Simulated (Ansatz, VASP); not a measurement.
**AlN in VASP and in Ansatz**

File INCAR:

```
PREC = Accurate
ENCUT = 520
EDIFF = 1E-6
ISMEAR = 0
SIGMA = 0.05
LREAL = F
LASPH = T
NELM = 60
ALGO = Normal
ISIF = 2
LWAVE = F
LCHARG = T
GGA = PS
LELF = T
LVHAR = T
NBANDS = 26
```

File KPOINTS:

```
regular mesh
0
Gamma
  6 6 6
```

POSCAR

```
AlN
1.0
    4.3771405283      0.0000000000      0.0000000000
    0.0000000000     -4.3771405283      0.0000000000
    0.0000000000      0.0000000000     -4.3771405283
Al N
4 4
Direct
   -0.0203547165     -0.0575718322     -0.0203547165
    0.5000000000      0.5000000000      0.0000000000
    0.5000000000      0.0000000000      0.5000000000
    0.0000000000      0.5000000000      0.5000000000
    0.7500000000      0.7500000000      0.7500000000
    0.2500000000      0.2500000000      0.7500000000
    0.2500000000      0.7500000000      0.2500000000
    0.7500000000      0.2500000000      0.2500000000
```

Input for Ansatz:

```yaml
crystal:
  lattice:
    - [4.3771405283, 0.0, 0.0]
    - [0.0, -4.3771405283, 0.0]
    - [0.0, 0.0, -4.3771405283]
  atoms:
    - { symbol: Al, position: [-0.0203547165, -0.0575718322, -0.0203547165] }
    - { symbol: Al, position: [0.5, 0.5, 0.0] }
    - { symbol: Al, position: [0.5, 0.0, 0.5] }
    - { symbol: Al, position: [0.0, 0.5, 0.5] }
    - { symbol: "N", position: [0.75, 0.75, 0.75] }
    - { symbol: "N", position: [0.25, 0.25, 0.75] }
    - { symbol: "N", position: [0.25, 0.75, 0.25] }
    - { symbol: "N", position: [0.75, 0.25, 0.25] }
basis:
  ecutwfc: 420
kpoints:
  mp_grid: { grid: [6, 6, 6] }
hamiltonian:
  xc: pbesol
  pseudopotentials: { kind: paw, azcp: { folder: soft_1 } }
scf:
  occupations: { method: gaussian, width: 0.05 }
output:
  forces: true
  stress: true
  eigenvalues: true
```

Alike in both runs: task single point; functional PBEsol; k mesh 6 × 6 × 6; occupations gaussian, width 0.05 eV; no spin polarisation.

|  | VASP | Ansatz |
| --- | --- | --- |
| version | VASP 6.6.1 | Ansatz 0.2.0 |
| potentials or method | VASP PAW PBE potentials, release 64 (Al, N), cutoff 520 eV | scalar-relativistic, plane waves, PAW |
| valence electrons in the cell | 32 | 32 |

|  | VASP | Ansatz | Ansatz less VASP |
| --- | --- | --- | --- |
| gap on the k mesh at the Fermi level (eV) | 2.29 | 2.30 | +0.008 |
| least direct gap on the mesh (eV) | 2.29 | 2.30 | +0.008 |
| pressure (GPa) | 3.4 | 3.3 | -0.07 |
| traceless stress, the component that is largest in VASP (GPa) | -6.06 | -5.96 | +0.101 |
| rms of the force components (eV/Å) | 1.913 | 1.898 | -0.0150 |

VASP's potentials were made for PBE, not for PBEsol, and Ansatz warns of the same on its side. Atom by atom the forces differ by 0.017 eV/Å (rms over components). The functional is the same, so the differences come from potentials, cutoffs and numerics.
